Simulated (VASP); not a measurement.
# Se (P6_3/mmc) in VASP: notebook, part 2 of 2

VASP 6.6.1.

### 3 Single point, HSE06

POSCAR

```
Se
1.0
    3.6624839292      0.0000000000      0.0000000000
   -1.8312419646      3.1718041236      0.0000000000
    0.0000000000      0.0000000000      3.8475617746
Se
2
Direct
    0.3333333333      0.6666666667      0.2500000000
    0.6666666667      0.3333333333      0.7500000000
```

INCAR.step1

```
SYSTEM = Se
PREC = Accurate
ENCUT = 520
EDIFF = 1E-5
ISMEAR = -1
SIGMA = 0.1
LREAL = .FALSE.
LASPH = .TRUE.
NELM = 60
ALGO = Normal
ISIF = 2
LWAVE = .TRUE.
LCHARG = .FALSE.
GGA = PE
NBANDS = 13
```

INCAR.step2

```
SYSTEM = Se
PREC = Accurate
ENCUT = 520
EDIFF = 1E-6
ISMEAR = -1
SIGMA = 0.1
LREAL = .FALSE.
LASPH = .TRUE.
NELM = 60
ALGO = Normal
ISIF = 2
LWAVE = .FALSE.
LCHARG = .FALSE.
GGA = PE
LHFCALC = .TRUE.
HFSCREEN = 0.2079
PRECFOCK = Normal
ISTART = 1
NBANDS = 13
```

KPOINTS

```
Automatic mesh
0
G
  5 5 4
  0 0 0
```

Potentials or basis: VASP PAW PBE potentials, release 64 (Se).

On the command line:

```sh
cat potpaw_PBE.64/Se/POTCAR > POTCAR
cp INCAR.step1 INCAR
mpirun -np 1 vasp_std > vasp.out
cp INCAR.step2 INCAR
mpirun -np 1 vasp_std > vasp.out
```

OUTCAR:

```text
SYSTEM = Se
   PREC = Accurate
   ENCUT = 520
   EDIFF = 1E-6
   ISMEAR = -1
   LREAL = .FALSE.
   LASPH = .TRUE.
   NELM = 60
   ISIF = 2
   GGA = PE
   LHFCALC = .TRUE.
   HFSCREEN = 0.2079
   PRECFOCK = Normal
   ISTART = 1

 ion  position               nearest neighbor table
   1  0.333  0.667  0.250-
   2  0.667  0.333  0.750-

  LATTYP: Found a hexagonal cell.
 ALAT       =     3.6624839292
 C/A-ratio  =     1.0505334218

  Lattice vectors:

 A1 = (   3.6624839292,   0.0000000000,   0.0000000000)
 A2 = (  -1.8312419646,   3.1718041236,   0.0000000000)
 A3 = (   0.0000000000,   0.0000000000,   3.8475617746)

Analysis of symmetry for initial positions (statically):
=====================================================================
 Subroutine PRICEL returns:
 Original cell was already a primitive cell.

 Routine SETGRP: Setting up the symmetry group for a
 hexagonal supercell.

 Subroutine GETGRP returns: Found 24 space group operations
 (whereof 12 operations were pure point group operations)
 out of a pool of 24 trial point group operations.

The static configuration has the point symmetry D_3d.
 The point group associated with its full space group is D_6h.

Analysis of symmetry for dynamics (positions and initial velocities):
=====================================================================
 Subroutine PRICEL returns:
 Original cell was already a primitive cell.

 Routine SETGRP: Setting up the symmetry group for a
 hexagonal supercell.

 Subroutine GETGRP returns: Found 24 space group operations
 (whereof 12 operations were pure point group operations)
 out of a pool of 24 trial point group operations.

The dynamic configuration has the point symmetry D_3d.
 The point group associated with its full space group is D_6h.

 Subroutine INISYM returns: Found 24 space group operations
 (whereof 12 operations are pure point group operations),
 and found     1 'primitive' translations

----------------------------------------------------------------------------------------

                                     Primitive cell

  volume of cell :      44.6959

  direct lattice vectors                    reciprocal lattice vectors
     3.662483929  0.000000000  0.000000000     0.273038741  0.157638990  0.000000000
    -1.831241965  3.171804124  0.000000000     0.000000000  0.315277981  0.000000000
     0.000000000  0.000000000  3.847561775     0.000000000  0.000000000  0.259904859

  length of vectors
     3.662483929  3.662483929  3.847561775     0.315277981  0.315277981  0.259904859

  position of ions in fractional coordinates (direct lattice)
     0.333333333  0.666666667  0.250000000
     0.666666667  0.333333333  0.750000000

  ion indices of the primitive-cell ions
   primitive index   ion index
                 1           1
                 2           2

----------------------------------------------------------------------------------------

 KPOINTS: Automatic mesh

Automatic generation of k-mesh.
 Grid dimensions read from file:
 generate k-points for:    5    5    4

 Generating k-lattice:

[... 38 lines left out ...]
   ions per type =               2
   NGX,Y,Z   is equivalent  to a cutoff of  12.71, 12.71, 12.96 a.u.
   NGXF,Y,Z  is equivalent  to a cutoff of  25.42, 25.42, 25.92 a.u.
 SYSTEM =  Se
   PREC   = accura    normal or accurate (medium, high low for compatibility)
   ISTART =      1    job   : 0-new  1-cont  2-samecut
   ICHARG =      0    charge: 1-file 2-atom 10-const
   ISPIN  =      1    spin polarized calculation?
   LNONCOLLINEAR =      F non collinear calculations
   LSORBIT =      F    spin-orbit coupling
   LASPH  =      T    aspherical Exc in radial PAW
   ENCUT  =  520.0 eV  38.22 Ry    6.18 a.u.   6.81  6.81  7.15*2*pi/ulx,y,z
   NELM   =     60;   NELMIN=  2; NELMDL=  0     # of ELM steps
   EDIFF  = 0.1E-05   stopping-criterion for ELM
   LREAL  =      F    real-space projection
   EDIFFG = 0.1E-04   stopping-criterion for IOM
   NSW    =      0    number of steps for IOM
   IBRION =     -1    ionic relax: 0-MD 1-quasi-New 2-CG
   NFREE  =      0    steps in history (QN), initial steepest desc. (CG)
   ISIF   =      2    stress and relaxation
   ISYM   =      3    0-nonsym 1-usesym 2-fastsym
   POTIM  = 0.5000    time-step for ionic-motion
   TEBEG  =    0.0;   TEEND  =   0.0 temperature during run
   PSTRESS=    0.0 pullay stress
   NELECT =      12.0000    total number of electrons
   NUPDOWN=      -1.0000    fix difference up-down
   EMIN   =  10.00;   EMAX   =-10.00  energy-range for DOS
   EFERMI =   0.00;   METHOD = LEGACY
   ISMEAR =    -1;   SIGMA  =   0.10  broadening in eV -4-tet -1-fermi 0-gaus
   EFERMI_NEDOS =   21; number of points for ismear=-14 and -15
   IALGO  =     38    algorithm
   IMIX   =      1    mixing-type and parameters
     AMIX     =   0.40;   BMIX     =  1.00
     AMIX_MAG =   1.60;   BMIX_MAG =  1.00
  volume/ion in A,a.u.               =      22.35       150.81
  Fermi-wavevector in a.u.,A,eV,Ry     =   1.056119  1.995775 15.175754  1.115386
  Thomas-Fermi vector in A             =   2.191342
   LORBIT       =      0    0 simple, 1 ext, 2 COOP (PROOUT), +10 PAW based schemes
   GGA     = PE    functional components
   LHFCALC =     T    Hartree Fock is set to
   PRECFOCK=normal    Normal, Fast or Accurate (Low or Medium for compatibility)
   ENCUT4O =  -1.0   cutoff for four orbital integrals eV
   NKREDX  =     1    reduce k-point grid by
   NKREDY  =     1    reduce k-point grid by
   NKREDZ  =     1    reduce k-point grid by
   AEXX    =    0.2500 exact exchange contribution
   HFSCREEN=    0.2079 screening length (either q_TF or 0.3 A-1)
   HFSCREENC=   0.2079 screening length for correlation (either q_TF or 0.3 A-1)
   ENCUTFOCK=  -1.0 apply spherical cutoff to Coloumb kernel
   IVDW    =     0    specifies the selected vdW correction
   LEPSILON=     F    determine dielectric tensor
   LRPA    =     F    only Hartree local field effects (RPA)
 non-spin polarized calculation
  energy-cutoff  :      520.00
  volume of cell :       44.70
 maximum number of plane-waves:      1217
 NGX is ok and might be reduce to    28
  NGX = 24; NGY = 24; NGZ = 24

 number of electron      12.0000001 magnetization

 Free energy of the ion-electron system (eV)
  ---------------------------------------------------
  ext. energy  EPLUGINS =         0.00000000
  ---------------------------------------------------
  free energy    TOTEN  =        -7.60580051 eV

  energy without entropy =       -7.55893348  energy(sigma->0) =       -7.58236699

 E-fermi :   4.4317     XC(G=0):  -8.3426

 val. band max:        4.3788962349   @ k =   0.2000   0.2000   0.2500
 cond. band min:       4.4463758440   @ k =   0.4000   0.0000   0.0000
 fundamental gap:      0.0674796092
 Fermi energy:         4.4316795112

 k-point     1 :       0.0000    0.0000    0.0000
  band No.  band energies     occupation
      1     -13.2829      2.00000
      2      -6.8606      2.00000
      3      -1.0224      2.00000
      4       1.7324      2.00000
      5       1.7324      2.00000
      6       5.5016      0.00005
      7       5.5016      0.00005
      8       8.4118      0.00000
      9       9.1853      0.00000
     10      12.3101      0.00000
     11      15.2584      0.00000
     12      15.2584      0.00000
     13      17.0179      0.00000
[... 210 lines left out ...]
  band No.  band energies     occupation
      1      -9.6924      2.00000
      2      -9.6924      2.00000
      3      -2.4296      2.00000
      4      -2.4296      2.00000
      5       1.0170      2.00000
      6       1.0170      2.00000
      7       7.5944      0.00000
      8       7.5944      0.00000
      9      14.4250      0.00000
     10      14.4250      0.00000
     11      18.3110      0.00000
     12      18.3110      0.00000
     13      19.2411      0.00000

------------------------ aborting loop because EDIFF is reached ----------------------------------------

  FORCE on cell =-STRESS in cart. coord.  units (eV):
  Direction    XX          YY          ZZ          XY          YZ          ZX
  --------------------------------------------------------------------------------------
  -------------------------------------------------------------------------------------
  Total       -1.0134771     -1.0134771     -0.6435880      0.0000000     -0.0000000      0.0000000
  in kB      -36.3292842    -36.3292842    -23.0701728      0.0000000     -0.0000000      0.0000000
  external PRESSURE =     -31.9095804 kB  Pullay stress =       0.0000000 kB

 VOLUME and BASIS-vectors are now :
 -----------------------------------------------------------------------------
  energy-cutoff  :      520.00
  volume of cell :       44.70
      direct lattice vectors                 reciprocal lattice vectors
     3.662483929  0.000000000  0.000000000     0.273038741  0.157638990  0.000000000
    -1.831241965  3.171804124  0.000000000     0.000000000  0.315277981  0.000000000
     0.000000000  0.000000000  3.847561775     0.000000000  0.000000000  0.259904859

 POSITION                                       TOTAL-FORCE (eV/Angst)
 -----------------------------------------------------------------------------------
     -0.00000      2.11454      0.96189         0.000000     -0.000000     -0.000000
      1.83124      1.05727      2.88567        -0.000000      0.000000      0.000000
 -----------------------------------------------------------------------------------
    total drift:                                0.000000      0.000000      0.000000

  FREE ENERGIE OF THE ION-ELECTRON SYSTEM (eV)
  ---------------------------------------------------
  free  energy   TOTEN  =        -7.6058005077 eV

  energy  without entropy=       -7.5589334803  energy(sigma->0) =       -7.58236699
```

Run time: 15 min. Hardware: 1 thread of Intel Xeon Platinum 8259CL at 2.50GHz (Skylake/Cascade Lake), shared host; peak memory 0.27 GiB.

Results:

```yaml
Free_energy: -7.6058 eV
Pressure: -3.2 GPa
Band_gap_on_the_k_mesh: zero (bands 6 and 7 overlap by 2.12 eV)
```

Levels at points of the mesh, in eV from the Fermi level:
```tsv
k point	band 4	band 5	band 6	band 7	band 8	band 9
(0.00, 0.00, 0.00)	-2.70	-2.70	1.07	1.07	3.98	4.75
(0.00, 0.00, 0.50)	-1.06	-0.78	-0.78	-0.78	-0.78	8.86
```

Caveat: the k points lie up to 0.41 Å⁻¹ apart, too coarse for converged energies and pressures of a metal; the PAW data sets were made with another functional, which shifts forces and pressure a little.
